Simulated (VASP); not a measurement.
Runs of VASP 6.6.1 on BeV. The structure is that of space group Fm-3m (No. 225), or close to it. The cells are those of the table. 

```csv
task,spin,cell,k mesh,cutoff (eV),gap on the mesh (eV),pressure (GPa),relaxed volume (Å³/atom)
relaxation of cell and atoms,off,"relaxed from a = 3.087 Å, angles 60.0°, 2 atoms",6 × 6 × 6,600,none,-0.2,11.67
single point,off,"a = 3.205 Å, angles 60.0°, 2 atoms",22 × 22 × 22,520,none,0.2,-
single point,off,"a = 3.205 Å, angles 60.0°, 2 atoms",6 × 6 × 6,520,none,(b),-
relaxation of cell and atoms,off,"relaxed from a = 3.205 Å, angles 60.0°, 2 atoms",22 × 22 × 22,600,none,-0.1,(a)
single point,"collinear, ferromagnetic start","a = 3.087 Å, angles 60.0°, 2 atoms",8 × 8 × 8,520,none,19.3,-
```

Alike in all rows: level PBE; potentials or basis VASP PAW PBE potentials, release 64 (Be, V_sv); smearing gaussian 0.1 eV.

**Question.** Fill in the values left out.

**Answer.** (a) 11.66; (b) 0.3.

Caveats: some runs use coarse meshes; the cell stands under pressure (at least some runs); the moments typed at the start vanished in this run (at least some runs).

A gap of «none» marks levels without a gap at the run's occupations.
